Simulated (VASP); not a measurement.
# WS2 (P6_3/mmc) in VASP: notebook

Runs on WS2. Level: PBEsol. Tasks: single point.

All numbers are computed with VASP 6.6.1; they aren't measurements. Logs are shortened: lines on timing, memory, paths and dates and some standing lists are left out, and cuts for length are marked.

## (1) The cell of the first run

It takes space group P6_3/mmc (No. 194, hexagonal). Conventional cell: a = 3.228 Å, b = 3.228 Å, c = 13.027 Å, α = 90.00°, β = 90.00°, γ = 120.00°. W (site symmetry -6m2) has 6 S at 2.52 Å and 6 W at 3.23 Å within 3.3 Å. Within 3.4 Å of S (site symmetry 3m) lie 3 W at 2.52 Å and 7 S at 3.23 to 3.39 Å.

## (2) Single point, PBEsol (atoms shifted along a free coordinate)

Input file INCAR:

```
SYSTEM = WS2
PREC = Accurate
ENCUT = 520
EDIFF = 1E-6
ISMEAR = 0
SIGMA = 0.05
LREAL = .False.
LASPH = .True.
NELM = 60
ALGO = Normal
ISIF = 2
LWAVE = .False.
LCHARG = .True.
GGA = PS
LELF = .True.
LVHAR = .True.
NBANDS = 35
```

Input file KPOINTS:

```
regular mesh
0
Gamma
  12 12 2
  0 0 0
```

Input file POSCAR:

```
WS2
1.0
    3.2280036364      0.0000000000      0.0000000000
   -1.6140018182      2.7955331526      0.0000000000
    0.0000000000      0.0000000000     13.0266084735
W S
2 4
Direct
    0.3333333333      0.6666666667      0.2500000000
    0.6666666667      0.3333333333      0.7500000000
    0.3333333333      0.6666666667      0.6199879487
    0.6666666667      0.3333333333      0.1199879487
    0.3333333333      0.6666666667      0.8800120513
    0.6666666667      0.3333333333      0.3800120513
```

Potentials or basis: VASP PAW PBE potentials, release 64 (W_sv, S).

Command:

```console
> cat potpaw_PBE.64/W_sv/POTCAR potpaw_PBE.64/S/POTCAR > POTCAR
> mpirun -np 1 vasp_std > vasp.out
```

OUTCAR:

```text
SYSTEM = WS2
   PREC = Accurate
   ENCUT = 520
   EDIFF = 1E-6
   ISMEAR = 0
   LREAL = .False.
   LASPH = .True.
   NELM = 60
   ISIF = 2
   GGA = PS

 ion  position               nearest neighbor table
   1  0.333  0.667  0.250-   4 2.52   6 2.52   4 2.52   6 2.52   4 2.52   6 2.52
   2  0.667  0.333  0.750-   3 2.52   5 2.52   3 2.52   5 2.52   3 2.52   5 2.52
   3  0.333  0.667  0.620-   2 2.52   2 2.52   2 2.52
   4  0.667  0.333  0.120-   1 2.52   1 2.52   1 2.52
   5  0.333  0.667  0.880-   2 2.52   2 2.52   2 2.52
   6  0.667  0.333  0.380-   1 2.52   1 2.52   1 2.52

  LATTYP: Found a hexagonal cell.
 ALAT       =     3.2280036364
 C/A-ratio  =     4.0354999377

  Lattice vectors:

 A1 = (   3.2280036364,   0.0000000000,   0.0000000000)
 A2 = (  -1.6140018182,   2.7955331526,   0.0000000000)
 A3 = (   0.0000000000,   0.0000000000,  13.0266084735)

Analysis of symmetry for initial positions (statically):
=====================================================================
 Subroutine PRICEL returns:
 Original cell was already a primitive cell.

 Routine SETGRP: Setting up the symmetry group for a
 hexagonal supercell.

 Subroutine GETGRP returns: Found 24 space group operations
 (whereof 12 operations were pure point group operations)
 out of a pool of 24 trial point group operations.

The static configuration has the point symmetry D_3d.
 The point group associated with its full space group is D_6h.

Analysis of symmetry for dynamics (positions and initial velocities):
=====================================================================
 Subroutine PRICEL returns:
 Original cell was already a primitive cell.

 Routine SETGRP: Setting up the symmetry group for a
 hexagonal supercell.

 Subroutine GETGRP returns: Found 24 space group operations
 (whereof 12 operations were pure point group operations)
 out of a pool of 24 trial point group operations.

The dynamic configuration has the point symmetry D_3d.
 The point group associated with its full space group is D_6h.

 Subroutine INISYM returns: Found 24 space group operations
 (whereof 12 operations are pure point group operations),
 and found     1 'primitive' translations

----------------------------------------------------------------------------------------

                                     Primitive cell

  volume of cell :     117.5520

[... 98 lines left out ...]
   EDIFFG = 0.1E-04   stopping-criterion for IOM
   NSW    =      0    number of steps for IOM
   IBRION =     -1    ionic relax: 0-MD 1-quasi-New 2-CG
   NFREE  =      0    steps in history (QN), initial steepest desc. (CG)
   ISIF   =      2    stress and relaxation
   ISYM   =      2    0-nonsym 1-usesym 2-fastsym
   POTIM  = 0.5000    time-step for ionic-motion
   TEBEG  =    0.0;   TEEND  =   0.0 temperature during run
   PSTRESS=    0.0 pullay stress
   NELECT =      52.0000    total number of electrons
   NUPDOWN=      -1.0000    fix difference up-down
   EMIN   =  10.00;   EMAX   =-10.00  energy-range for DOS
   EFERMI =   0.00;   METHOD = LEGACY
   ISMEAR =     0;   SIGMA  =   0.05  broadening in eV -4-tet -1-fermi 0-gaus
   EFERMI_NEDOS =   21; number of points for ismear=-14 and -15
   IALGO  =     38    algorithm
   IMIX   =      4    mixing-type and parameters
     AMIX     =   0.40;   BMIX     =  1.00
     AMIX_MAG =   1.60;   BMIX_MAG =  1.00
  volume/ion in A,a.u.               =      19.59       132.21
  Fermi-wavevector in a.u.,A,eV,Ry     =   1.247381  2.357209 21.170127  1.555960
  Thomas-Fermi vector in A             =   2.381516
   LORBIT       =      0    0 simple, 1 ext, 2 COOP (PROOUT), +10 PAW based schemes
   GGA     = PS    functional components
   LHFCALC =     F    Hartree Fock is set to
   AEXX    =    0.0000 exact exchange contribution
   IVDW    =     0    specifies the selected vdW correction
   LEPSILON=     F    determine dielectric tensor
   LRPA    =     F    only Hartree local field effects (RPA)
 non-spin polarized calculation
 Gauss-broadening in eV      SIGMA  =   0.05
  energy-cutoff  :      520.00
  volume of cell :      117.55
 maximum number of plane-waves:      3234
   NGX = 13   NGY = 13   NGZ = 49

 number of electron      52.0000009 magnetization

 Free energy of the ion-electron system (eV)
  ---------------------------------------------------
  ext. energy  EPLUGINS =         0.00000000
  ---------------------------------------------------
  free energy    TOTEN  =       -49.60577954 eV

  energy without entropy =      -49.60577954  energy(sigma->0) =      -49.60577954

 E-fermi :   6.1277     XC(G=0): -10.6756

 val. band max:        5.7899328336   @ k =   0.0000   0.0000   0.0000
 cond. band min:       6.8626204811   @ k =   0.1667   0.1667   0.0000
 fundamental gap:      1.0726876475
 Fermi energy:         6.1276710690

 k-point     1 :       0.0000    0.0000    0.0000
  band No.  band energies     occupation
      1     -68.5892      2.00000
      2     -68.5892      2.00000
      3     -32.7485      2.00000
      4     -32.7485      2.00000
      5     -32.6037      2.00000
      6     -32.6037      2.00000
[... 901 lines left out ...]
     34       9.4559      0.00000
     35      11.5495      0.00000

 [... further k-points ...]

------------------------ aborting loop because EDIFF is reached ----------------------------------------

  FORCE on cell =-STRESS in cart. coord.  units (eV):
  Direction    XX          YY          ZZ          XY          YZ          ZX
  --------------------------------------------------------------------------------------
  -------------------------------------------------------------------------------------
  Total      -10.0946329    -10.0946329    -17.0177815     -0.0000000      0.0000000      0.0000000
  in kB     -137.5850006   -137.5850006   -231.9441923     -0.0000000      0.0000000      0.0000000
  external PRESSURE =    -169.0380645 kB  Pullay stress =       0.0000000 kB

 VOLUME and BASIS-vectors are now :
 -----------------------------------------------------------------------------
  energy-cutoff  :      520.00
  volume of cell :      117.55
      direct lattice vectors                 reciprocal lattice vectors
     3.228003636  0.000000000  0.000000000     0.309788994  0.178856759  0.000000000
    -1.614001818  2.795533153  0.000000000     0.000000000  0.357713518  0.000000000
     0.000000000  0.000000000 13.026608473     0.000000000  0.000000000  0.076765952

 POSITION                                       TOTAL-FORCE (eV/Angst)
 -----------------------------------------------------------------------------------
     -0.00000      1.86369      3.25665        -0.000000     -0.000000      0.000000
      1.61400      0.93184      9.76996         0.000000     -0.000000      0.000000
     -0.00000      1.86369      8.07634        -0.000000     -0.000000      2.488791
      1.61400      0.93184      1.56304         0.000000      0.000000      2.488791
     -0.00000      1.86369     11.46357         0.000000      0.000000     -2.488791
      1.61400      0.93184      4.95027        -0.000000     -0.000000     -2.488791
 -----------------------------------------------------------------------------------
    total drift:                               -0.000000      0.000000     -0.000000

  FREE ENERGIE OF THE ION-ELECTRON SYSTEM (eV)
  ---------------------------------------------------
  free  energy   TOTEN  =       -49.6057795408 eV

  energy  without entropy=      -49.6057795408  energy(sigma->0) =      -49.60577954
```

stdout:

```text
POSCAR found type information on POSCAR W S
 POSCAR found :  2 types and       6 ions
 scaLAPACK will be used
 -----------------------------------------------------------------------------
|                                                                             |
|                                                                             |
|     You enforced a specific xc type in the INCAR file but a different       |
|     I HOPE YOU KNOW WHAT YOU ARE DOING!                                     |
|                                                                             |
 -----------------------------------------------------------------------------

 LDA part: xc-table for (Slater+PW92), standard interpolation
 POSCAR, INCAR and KPOINTS ok, starting setup
 FFT: planning ... GRIDC
 FFT: planning ... GRID_SOFT
 FFT: planning ... GRID
 WAVECAR not read
 entering main loop
```

It took 2 min on 1 thread of Intel Xeon Platinum 8259CL at 2.50GHz (Skylake/Cascade Lake), shared host; peak memory 0.29 GiB.

What came out:

- Free energy: -49.6058 eV
- Pressure: -16.9 GPa
- Largest force: 2.489 eV/Å
- Band gap on the k mesh: 1.07 eV (least direct gap 1.83 eV)

Forces on the atoms (eV/Å):
```
W    0.000  0.000  0.000
W    0.000  0.000  0.000
S    0.000  0.000  2.489
S    0.000  0.000  2.489
S    0.000  0.000 -2.489
S    0.000  0.000 -2.489
```

Stress tensor (GPa, compression positive):
```
-13.76   0.00   0.00
  0.00 -13.76   0.00
  0.00   0.00 -23.19
```

Levels at points of the mesh, in eV from the valence-band top:
```csv
k point,band 23,band 24,band 25,band 26,band 27,band 28,band 29,band 30
"(0.00, 0.00, 0.00)",-1.31,-1.31,-0.95,0.00,2.32,2.32,2.45,2.45
"(0.50, 0.00, 0.00)",-1.26,-1.18,-1.07,-1.07,2.55,2.58,2.61,2.95
"(0.00, 0.00, 0.50)",-1.33,-1.33,-0.25,-0.25,2.38,2.38,2.38,2.38
"(0.50, 0.00, 0.50)",-1.16,-1.16,-1.12,-1.12,2.56,2.56,2.79,2.79
```

Caveat: the cell differs from its parent crystal (atoms shifted along a free coordinate); the stress differs along the axes, from -23 to -14 GPa; the PAW data sets were made with another functional, which shifts forces and pressure a little; spin-orbit coupling is left out, which moves the levels of the heavy elements; this functional lacks dispersion, which binds layers or chains, so the pressure and a relaxed spacing across them are unreliable. A k mesh can miss the band edges.

## (3) Single point, PBEsol (atoms shifted along a free coordinate)

Input file INCAR:

```
PREC     = Accurate       # precision mode
ENCUT    = 520            # plane-wave cutoff, eV
EDIFF    = 1E-6           # SCF threshold, eV
ISMEAR   = 0              # smearing method
SIGMA    = 0.05           # smearing width, eV
LREAL    = False          # projectors in reciprocal space
LASPH    = True           # aspherical terms in the spheres
NELM     = 80             # most SCF steps
ALGO     = Normal         # electronic algorithm
ISIF     = 2              # what is computed and relaxed
LWAVE    = False          # write WAVECAR
LCHARG   = False          # write CHGCAR
GGA      = PS             # functional
NBANDS   = 35             # bands
```

Input file KPOINTS:

```
regular mesh
0
Gamma
  12 12 2
```

Input file POSCAR:

```
WS2
1.0
    3.2280036364      0.0000000000      0.0000000000
   -1.6140018182      2.7955331526      0.0000000000
    0.0000000000      0.0000000000     13.0266084735
W S
2 4
Direct
    0.3333333333      0.6666666667      0.2500000000
    0.6666666667      0.3333333333      0.7500000000
    0.3333333333      0.6666666667      0.6068585060
    0.6666666667      0.3333333333      0.1068585060
    0.3333333333      0.6666666667      0.8931414940
    0.6666666667      0.3333333333      0.3931414940
```

Potentials or basis: VASP PAW PBE potentials, release 64 (W_sv, S).

Command:

```console
> cat potpaw_PBE.64/W_sv/POTCAR potpaw_PBE.64/S/POTCAR > POTCAR
> mpirun -np 1 vasp_std > vasp.out
```

OUTCAR:

```text
PREC = Accurate
   ENCUT = 520
   EDIFF = 1E-6
   ISMEAR = 0
   LREAL = False
   LASPH = True
   NELM = 80
   ISIF = 2
   GGA = PS

 ion  position               nearest neighbor table
   1  0.333  0.667  0.250-   4 2.64   6 2.64   4 2.64   6 2.64   4 2.64   6 2.64
   2  0.667  0.333  0.750-   3 2.64   5 2.64   3 2.64   5 2.64   3 2.64   5 2.64
   3  0.333  0.667  0.607-   2 2.64   2 2.64   2 2.64
   4  0.667  0.333  0.107-   1 2.64   1 2.64   1 2.64
   5  0.333  0.667  0.893-   2 2.64   2 2.64   2 2.64
   6  0.667  0.333  0.393-   1 2.64   1 2.64   1 2.64
[... 1121 lines left out ...]
  -------------------------------------------------------------------------------------
  Total      -12.8960555    -12.8960555    -30.6199458      0.0000000      0.0000000      0.0000000
  in kB     -175.7670452   -175.7670452   -417.3351623      0.0000000      0.0000000      0.0000000
  external PRESSURE =    -256.2897509 kB  Pullay stress =       0.0000000 kB

 VOLUME and BASIS-vectors are now :
 -----------------------------------------------------------------------------
  energy-cutoff  :      520.00
  volume of cell :      117.55
      direct lattice vectors                 reciprocal lattice vectors
     3.228003636  0.000000000  0.000000000     0.309788994  0.178856759  0.000000000
    -1.614001818  2.795533153  0.000000000     0.000000000  0.357713518  0.000000000
     0.000000000  0.000000000 13.026608473     0.000000000  0.000000000  0.076765952

 POSITION                                       TOTAL-FORCE (eV/Angst)
 -----------------------------------------------------------------------------------
     -0.00000      1.86369      3.25665         0.000000     -0.000000      0.000000
      1.61400      0.93184      9.76996        -0.000000      0.000000      0.000000
     -0.00000      1.86369      7.90531         0.000000      0.000000      4.168352
      1.61400      0.93184      1.39200        -0.000000     -0.000000      4.168352
     -0.00000      1.86369     11.63460         0.000000      0.000000     -4.168352
      1.61400      0.93184      5.12130        -0.000000      0.000000     -4.168352
 -----------------------------------------------------------------------------------
    total drift:                               -0.000000      0.000000     -0.000000

  FREE ENERGIE OF THE ION-ELECTRON SYSTEM (eV)
  ---------------------------------------------------
  free  energy   TOTEN  =       -47.2712515237 eV

  energy  without entropy=      -47.2712515237  energy(sigma->0) =      -47.27125152
```

stdout:

```text
POSCAR found type information on POSCAR W S
 POSCAR found :  2 types and       6 ions
 scaLAPACK will be used
 -----------------------------------------------------------------------------
|                                                                             |
|                                                                             |
|     You enforced a specific xc type in the INCAR file but a different       |
|     I HOPE YOU KNOW WHAT YOU ARE DOING!                                     |
|                                                                             |
 -----------------------------------------------------------------------------

 LDA part: xc-table for (Slater+PW92), standard interpolation
 POSCAR, INCAR and KPOINTS ok, starting setup
 FFT: planning ... GRIDC
 FFT: planning ... GRID_SOFT
 FFT: planning ... GRID
 WAVECAR not read
 entering main loop
```

It took 2.1 min on 1 thread of Intel Xeon Platinum 8259CL at 2.50GHz (Skylake/Cascade Lake), shared host; peak memory 0.29 GiB.

Results:

```yaml
Free_energy: -47.2713 eV
Pressure: -25.6 GPa
Largest_force: 4.168 eV/Å
Band_gap_on_the_k_mesh: 0.50 eV (least direct gap 1.19 eV)
```

Forces on the atoms (eV/Å):
```
W    0.000  0.000  0.000
W    0.000  0.000  0.000
S    0.000  0.000  4.168
S    0.000  0.000  4.168
S    0.000  0.000 -4.168
S    0.000  0.000 -4.168
```

Stress tensor (GPa, compression positive):
```
-17.58   0.00   0.00
  0.00 -17.58   0.00
  0.00   0.00 -41.73
```

Caveat: the cell differs from its parent crystal (atoms shifted along a free coordinate); the stress differs along the axes, from -42 to -18 GPa; the PAW data sets were made with another functional, which shifts forces and pressure a little; spin-orbit coupling is left out, which moves the levels of the heavy elements.
